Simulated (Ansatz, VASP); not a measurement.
## Sn: VASP beside Ansatz

```
Sn
1.0
    -2.94014    2.94014    1.59930
     2.94014   -2.94014    1.59930
     2.94014    2.94014   -1.59930
Sn
2
Direct
  0.00000 0.00000 0.00000
  0.75000 0.25000 0.50000
```

Alike in both runs: task single point; functional PBE; k mesh 9 × 9 × 9; occupations gaussian, width 0.013 eV; no spin polarisation.

|  | VASP | Ansatz |
| --- | --- | --- |
| version | VASP 6.6.1 | Ansatz 0.2.0 |
| potentials or method | VASP PAW PBE potentials, release 64 (Sn_d), cutoff 520 eV | all-electron LAPW, scalar-relativistic |

```csv
,VASP,Ansatz,Ansatz less VASP
gap on the k mesh at the Fermi level (eV),none,none,-
pressure (GPa),1.3,1.4,+0.07
"traceless stress, the component that is largest in VASP (GPa)",-0.26,-0.26,+0.001
```

A gap of «none» marks a metal or a gap that the smearing closes. Ansatz ran all-electron here, and VASP with PAW potentials.
